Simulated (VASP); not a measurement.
# KMgF3 (Pm-3m) in VASP: single point with PBE

Aim: the single point of KMgF3 with PBE.

All numbers are computed with VASP 6.6.1; they aren't measurements. Logs are shortened: lines on timing, memory, paths and dates and some standing lists are left out, and cuts for length are marked.

**1. The cell of the first run**

The structure is cubic, space group Pm-3m (No. 221). Conventional cell: a = 3.986 Å, b = 3.986 Å, c = 3.986 Å, α = 90.00°, β = 90.00°, γ = 90.00°. Within 3.7 Å of K (site symmetry m-3m) lie 12 F at 2.82 Å and 8 Mg at 3.45 Å. Within 2.6 Å of Mg (site symmetry m-3m) lie 6 F at 1.99 Å. F (site symmetry 4/mmm) has 2 Mg at 1.99 Å within 2.6 Å.

**2. Single point, PBE**

INCAR

```
SYSTEM = KMgF3
PREC = Accurate
ENCUT = 600
EDIFF = 1E-6
ISMEAR = 0
SIGMA = 0.01
LREAL = .False.
LASPH = .True.
NELM = 120
ALGO = Normal
ISIF = 2
LWAVE = .False.
LCHARG = .False.
GGA = PE
NBANDS = 24
GGA_COMPAT = .False.
```

KPOINTS

```
regular mesh
0
Gamma
  4 4 4
  0 0 0
```

POSCAR

```
KMgF3
1.0
    3.9859000000      0.0000000000      0.0000000000
    0.0000000000      3.9859000000      0.0000000000
    0.0000000000      0.0000000000      3.9859000000
K Mg F
1 1 3
Direct
    0.5000000000      0.5000000000      0.5000000000
    0.0000000000      0.0000000000      0.0000000000
    0.5000000000      0.0000000000      0.0000000000
    0.0000000000      0.0000000000      0.5000000000
    0.0000000000      0.5000000000      0.0000000000
```

Potentials or basis: VASP PAW PBE potentials, release 64 (K_sv, Mg, F).

The run is started by

```sh
$ cat potpaw_PBE.64/K_sv/POTCAR potpaw_PBE.64/Mg/POTCAR potpaw_PBE.64/F/POTCAR > POTCAR
$ mpirun -np 1 vasp_std > vasp.out
```

OUTCAR:

```text
SYSTEM = KMgF3
   PREC = Accurate
   ENCUT = 600
   EDIFF = 1E-6
   ISMEAR = 0
   LREAL = .False.
   LASPH = .True.
   NELM = 120
   ISIF = 2
   GGA = PE

 ion  position               nearest neighbor table
   1  0.500  0.500  0.500-   3 2.82   4 2.82   5 2.82   3 2.82   5 2.82   3 2.82   4 2.82   3 2.82
                             4 2.82   5 2.82   5 2.82   4 2.82   2 3.45   2 3.45   2 3.45   2 3.45
   2  0.000  0.000  0.000-   3 1.99   4 1.99   5 1.99   4 1.99   5 1.99   3 1.99   1 3.45   1 3.45
                             1 3.45   1 3.45   1 3.45   1 3.45   1 3.45   1 3.45
   3  0.500  0.000  0.000-   2 1.99   2 1.99   1 2.82   1 2.82   1 2.82   1 2.82
   4  0.000  0.000  0.500-   2 1.99   2 1.99   1 2.82   1 2.82   1 2.82   1 2.82
   5  0.000  0.500  0.000-   2 1.99   2 1.99   1 2.82   1 2.82   1 2.82   1 2.82

  LATTYP: Found a simple cubic cell.
 ALAT       =     3.9859000000

  Lattice vectors:

 A1 = (   3.9859000000,   0.0000000000,   0.0000000000)
 A2 = (   0.0000000000,   3.9859000000,   0.0000000000)
 A3 = (   0.0000000000,   0.0000000000,   3.9859000000)

Analysis of symmetry for initial positions (statically):
=====================================================================
 Subroutine PRICEL returns:
 Original cell was already a primitive cell.

 Routine SETGRP: Setting up the symmetry group for a
 simple cubic supercell.

 Subroutine GETGRP returns: Found 48 space group operations
 (whereof 48 operations were pure point group operations)
 out of a pool of 48 trial point group operations.

The static configuration has the point symmetry O_h .

Analysis of symmetry for dynamics (positions and initial velocities):
=====================================================================
 Subroutine PRICEL returns:
 Original cell was already a primitive cell.

 Routine SETGRP: Setting up the symmetry group for a
 simple cubic supercell.

 Subroutine GETGRP returns: Found 48 space group operations
 (whereof 48 operations were pure point group operations)
 out of a pool of 48 trial point group operations.

The dynamic configuration has the point symmetry O_h .

 Subroutine INISYM returns: Found 48 space group operations
 (whereof 48 operations are pure point group operations),
 and found     1 'primitive' translations

----------------------------------------------------------------------------------------

                                     Primitive cell

  volume of cell :      63.3256

  direct lattice vectors                    reciprocal lattice vectors
     3.985900000  0.000000000  0.000000000     0.250884367  0.000000000  0.000000000
     0.000000000  3.985900000  0.000000000     0.000000000  0.250884367  0.000000000
     0.000000000  0.000000000  3.985900000     0.000000000  0.000000000  0.250884367

  length of vectors
     3.985900000  3.985900000  3.985900000     0.250884367  0.250884367  0.250884367

  position of ions in fractional coordinates (direct lattice)
     0.500000000  0.500000000  0.500000000
     0.000000000  0.000000000  0.000000000
     0.500000000  0.000000000  0.000000000
     0.000000000  0.000000000  0.500000000
     0.000000000  0.500000000  0.000000000

  ion indices of the primitive-cell ions
   primitive index   ion index
                 1           1
                 2           2
                 3           3
                 4           4
                 5           5

----------------------------------------------------------------------------------------

 KPOINTS: regular mesh

Automatic generation of k-mesh.
 Grid dimensions read from file:
 generate k-points for:    4    4    4

 Generating k-lattice:

  Cartesian coordinates                     Fractional coordinates (reciprocal lattice)
     0.062721092  0.000000000  0.000000000     0.250000000  0.000000000  0.000000000
     0.000000000  0.062721092  0.000000000     0.000000000  0.250000000  0.000000000
     0.000000000  0.000000000  0.062721092     0.000000000  0.000000000  0.250000000

  Length of vectors
     0.062721092  0.062721092  0.062721092

  Shift w.r.t. Gamma in fractional coordinates (k-lattice)
     0.000000000  0.000000000  0.000000000

 Subroutine IBZKPT returns following result:
 ===========================================

 Found     10 irreducible k-points:

 Following reciprocal coordinates:
            Coordinates               Weight
  0.000000  0.000000  0.000000      1.000000
  0.250000  0.000000  0.000000      6.000000
  0.500000  0.000000  0.000000      3.000000
  0.250000  0.250000  0.000000     12.000000
  0.500000  0.250000  0.000000     12.000000
  0.500000  0.500000  0.000000      3.000000
  0.250000  0.250000  0.250000      8.000000
  0.500000  0.250000  0.250000     12.000000
  0.500000  0.500000  0.250000      6.000000
  0.500000  0.500000  0.500000      1.000000
   k-points           NKPTS =     10   k-points in BZ     NKDIM =     10   number of bands    NBANDS=     24
   number of dos      NEDOS =    301   number of ions     NIONS =      5
   total plane-waves  NPLWV =  32768
   dimension x,y,z NGX =    32 NGY =   32 NGZ =   32
   dimension x,y,z NGXF=    64 NGYF=   64 NGZF=   64
   ions per type =               1   1   3
   NGX,Y,Z   is equivalent  to a cutoff of  13.35, 13.35, 13.35 a.u.
   NGXF,Y,Z  is equivalent  to a cutoff of  26.69, 26.69, 26.69 a.u.
 SYSTEM =  KMgF3
   PREC   = accura    normal or accurate (medium, high low for compatibility)
   ISTART =      0    job   : 0-new  1-cont  2-samecut
   ICHARG =      2    charge: 1-file 2-atom 10-const
   ISPIN  =      1    spin polarized calculation?
   LNONCOLLINEAR =      F non collinear calculations
   LSORBIT =      F    spin-orbit coupling
   LASPH  =      T    aspherical Exc in radial PAW
   ENCUT  =  600.0 eV  44.10 Ry    6.64 a.u.   7.96  7.96  7.96*2*pi/ulx,y,z
   NELM   =    120;   NELMIN=  2; NELMDL= -5     # of ELM steps
   EDIFF  = 0.1E-05   stopping-criterion for ELM
   LREAL  =      F    real-space projection
   EDIFFG = 0.1E-04   stopping-criterion for IOM
   NSW    =      0    number of steps for IOM
   IBRION =     -1    ionic relax: 0-MD 1-quasi-New 2-CG
   NFREE  =      0    steps in history (QN), initial steepest desc. (CG)
   ISIF   =      2    stress and relaxation
   ISYM   =      2    0-nonsym 1-usesym 2-fastsym
   POTIM  = 0.5000    time-step for ionic-motion
   TEBEG  =    0.0;   TEEND  =   0.0 temperature during run
   PSTRESS=    0.0 pullay stress
   NELECT =      32.0000    total number of electrons
   NUPDOWN=      -1.0000    fix difference up-down
   EMIN   =  10.00;   EMAX   =-10.00  energy-range for DOS
   EFERMI =   0.00;   METHOD = LEGACY
   ISMEAR =     0;   SIGMA  =   0.01  broadening in eV -4-tet -1-fermi 0-gaus
   EFERMI_NEDOS =   21; number of points for ismear=-14 and -15
   IALGO  =     38    algorithm
   IMIX   =      4    mixing-type and parameters
     AMIX     =   0.40;   BMIX     =  1.00
     AMIX_MAG =   1.60;   BMIX_MAG =  1.00
  volume/ion in A,a.u.               =      12.67        85.47
  Fermi-wavevector in a.u.,A,eV,Ry     =   1.303962  2.464132 23.134232  1.700318
  Thomas-Fermi vector in A             =   2.434930
   LORBIT       =      0    0 simple, 1 ext, 2 COOP (PROOUT), +10 PAW based schemes
   GGA     = PE    functional components
   LHFCALC =     F    Hartree Fock is set to
   AEXX    =    0.0000 exact exchange contribution
   IVDW    =     0    specifies the selected vdW correction
   LEPSILON=     F    determine dielectric tensor
   LRPA    =     F    only Hartree local field effects (RPA)
 non-spin polarized calculation
 Gauss-broadening in eV      SIGMA  =   0.01
  energy-cutoff  :      600.00
  volume of cell :       63.33
 maximum number of plane-waves:      2176
 NGX is ok and might be reduce to    32
   NGX = 15   NGY = 15   NGZ = 15

 number of electron      32.0000010 magnetization

 Free energy of the ion-electron system (eV)
  ---------------------------------------------------
  ext. energy  EPLUGINS =         0.00000000
  ---------------------------------------------------
  free energy    TOTEN  =       -24.42195551 eV

  energy without entropy =      -24.42195551  energy(sigma->0) =      -24.42195551

 E-fermi :  -1.5204     XC(G=0):  -9.6840

 val. band max:       -1.6043272689   @ k =   0.5000   0.5000   0.5000
 cond. band min:       5.7023523333   @ k =   0.0000   0.0000   0.0000
 fundamental gap:      7.3066796022
 Fermi energy:        -1.5204054883

 k-point     1 :       0.0000    0.0000    0.0000
  band No.  band energies     occupation
      1     -27.2554      2.00000
      2     -21.7234      2.00000
      3     -21.0689      2.00000
      4     -21.0689      2.00000
      5     -10.7481      2.00000
      6     -10.7481      2.00000
[... 16 lines left out ...]
     23      12.4130      0.00000
     24      15.3170      0.00000

 k-point     2 :       0.2500    0.0000    0.0000
  band No.  band energies     occupation
      1     -27.2413      2.00000
      2     -21.6591      2.00000
      3     -21.1471      2.00000
      4     -21.0647      2.00000
      5     -10.7408      2.00000
      6     -10.7205      2.00000
[... 16 lines left out ...]
     23      12.3605      0.00000
     24      15.0496      0.00000

 k-point     3 :       0.5000    0.0000    0.0000
  band No.  band energies     occupation
      1     -27.2271      2.00000
      2     -21.5686      2.00000
      3     -21.2514      2.00000
      4     -21.0605      2.00000
      5     -10.7336      2.00000
      6     -10.6925      2.00000
[... 16 lines left out ...]
     23      12.8168      0.00000
     24      13.9099      0.00000
[... 136 lines left out ...]
 k-point     9 :       0.5000    0.5000    0.2500
  band No.  band energies     occupation
      1     -27.2001      2.00000
      2     -21.2778      2.00000
      3     -21.2618      2.00000
      4     -21.2618      2.00000
      5     -10.8784      2.00000
      6     -10.8784      2.00000
[... 16 lines left out ...]
     23      12.7571      0.00000
     24      12.7571      0.00000

 k-point    10 :       0.5000    0.5000    0.5000
  band No.  band energies     occupation
      1     -27.1932      2.00000
      2     -21.2516      2.00000
      3     -21.2516      2.00000
      4     -21.2516      2.00000
      5     -10.9334      2.00000
      6     -10.9334      2.00000
[... 16 lines left out ...]
     23      13.5583      0.00000
     24      13.5583      0.00000

------------------------ aborting loop because EDIFF is reached ----------------------------------------

  FORCE on cell =-STRESS in cart. coord.  units (eV):
  Direction    XX          YY          ZZ          XY          YZ          ZX
  --------------------------------------------------------------------------------------
  -------------------------------------------------------------------------------------
  Total        1.2791414      1.2791414      1.2791414      0.0000000     -0.0000000     -0.0000000
  in kB       32.3630872     32.3630872     32.3630872      0.0000000     -0.0000000     -0.0000000
  external PRESSURE =      32.3630872 kB  Pullay stress =       0.0000000 kB

 VOLUME and BASIS-vectors are now :
 -----------------------------------------------------------------------------
  energy-cutoff  :      600.00
  volume of cell :       63.33
      direct lattice vectors                 reciprocal lattice vectors
     3.985900000  0.000000000  0.000000000     0.250884367  0.000000000  0.000000000
     0.000000000  3.985900000  0.000000000     0.000000000  0.250884367  0.000000000
     0.000000000  0.000000000  3.985900000     0.000000000  0.000000000  0.250884367

 POSITION                                       TOTAL-FORCE (eV/Angst)
 -----------------------------------------------------------------------------------
      1.99295      1.99295      1.99295         0.000000      0.000000      0.000000
      0.00000      0.00000      0.00000         0.000000      0.000000      0.000000
      1.99295      0.00000      0.00000         0.000000      0.000000      0.000000
      0.00000      0.00000      1.99295         0.000000      0.000000      0.000000
      0.00000      1.99295      0.00000         0.000000      0.000000      0.000000
 -----------------------------------------------------------------------------------
    total drift:                                0.000000      0.000000     -0.000000

  FREE ENERGIE OF THE ION-ELECTRON SYSTEM (eV)
  ---------------------------------------------------
  free  energy   TOTEN  =       -24.4219555108 eV

  energy  without entropy=      -24.4219555108  energy(sigma->0) =      -24.42195551
```

Run time: 16 s. Hardware: 1 thread of Intel Xeon Platinum 8259CL at 2.50GHz (Skylake/Cascade Lake), shared host; peak memory 0.19 GiB.

What came out:

| Item | Value |
| --- | --- |
| Free energy | -24.4220 eV |
| Pressure | 3.2 GPa |
| Band gap on the k mesh | 7.31 eV (least direct gap 7.63 eV) |

Levels at points of the mesh, in eV from the valence-band top:
```tsv
k point	band 12	band 13	band 14	band 15	band 16	band 17	band 18	band 19	band 20	band 21
(0.00, 0.00, 0.00)	-0.62	-0.62	-0.32	-0.32	-0.32	7.31	10.08	10.08	12.24	12.24
(0.50, 0.00, 0.00)	-0.87	-0.86	-0.86	-0.53	-0.53	10.12	10.45	11.12	12.82	12.82
(0.50, 0.50, 0.00)	-1.04	-1.04	-0.89	-0.89	-0.02	10.92	11.70	12.63	12.63	12.84
(0.50, 0.50, 0.50)	-1.12	-1.12	0.00	0.00	0.00	10.45	10.45	10.45	14.00	14.08
```

Caveat: the cell stands under pressure. A k mesh can miss the band edges.
